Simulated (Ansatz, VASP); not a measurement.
## AlN in VASP and in Ansatz

The input INCAR:

```
SYSTEM = AlN
PREC = Accurate
ENCUT = 520
EDIFF = 1E-6
ISMEAR = 0
SIGMA = 0.026000000000000002
LREAL = .False.
LASPH = .True.
NELM = 100
ALGO = Normal
ISIF = 2
LWAVE = .False.
LCHARG = .False.
GGA = PE
NBANDS = 11
```

Contents of KPOINTS:

```
regular mesh
0
Gamma
  11 11 11
  0 0 0
```

File POSCAR:

```
AlN
1.0
    0.0000000000      2.0345180000      2.0345180000
    2.0345180000      0.0000000000      2.0345180000
    2.0345180000      2.0345180000      0.0000000000
Al N
1 1
Direct
    0.5000000000      0.5000000000      0.5000000000
    0.0000000000      0.0000000000      0.0000000000
```

Contents of input.yaml:

```yaml
crystal:
  lattice:
    - [0.0, 2.034518, 2.034518]
    - [2.034518, 0.0, 2.034518]
    - [2.034518, 2.034518, 0.0]
  atoms:
    - { symbol: Al, position: [0.5, 0.5, 0.5] }
    - { symbol: "N", position: [0.0, 0.0, 0.0] }
hamiltonian:
  xc: pbe
  pseudopotentials: { kind: paw }
kpoints:
  mp_grid: { grid: [11, 11, 11] }
scf:
  occupations: { method: gaussian, width: 0.026 }
output:
  forces: true
  stress: true
  eigenvalues: true
```

Alike in both runs: task single point; functional PBE; k mesh 11 × 11 × 11; occupations gaussian, width 0.026 eV; no spin polarisation.

|  | VASP | Ansatz |
| --- | --- | --- |
| version | VASP 6.6.1 | Ansatz 0.2.0 |
| potentials or method | VASP PAW PBE potentials, release 64 (Al, N) | Ansatz PAW |
| plane-wave cutoff (eV) | 520 | 420 |
| valence electrons in the cell | 8 | 8 |

Ansatz gave:

| Item | Value |
| --- | --- |
| gap on the k mesh at the Fermi level (eV) | 4.58 |
| least direct gap on the mesh (eV) | 5.40 |
| pressure (GPa) | 0.3 |

Question: What did VASP give for the same quantities?

Answer: gap on the k mesh at the Fermi level (eV): 4.55; least direct gap on the mesh (eV): 5.41; pressure (GPa): 0.0.

Noted on Ansatz's run: odd divisions of the mesh miss points on the zone boundary, where band edges often lie, so the gap on the mesh can be too wide.
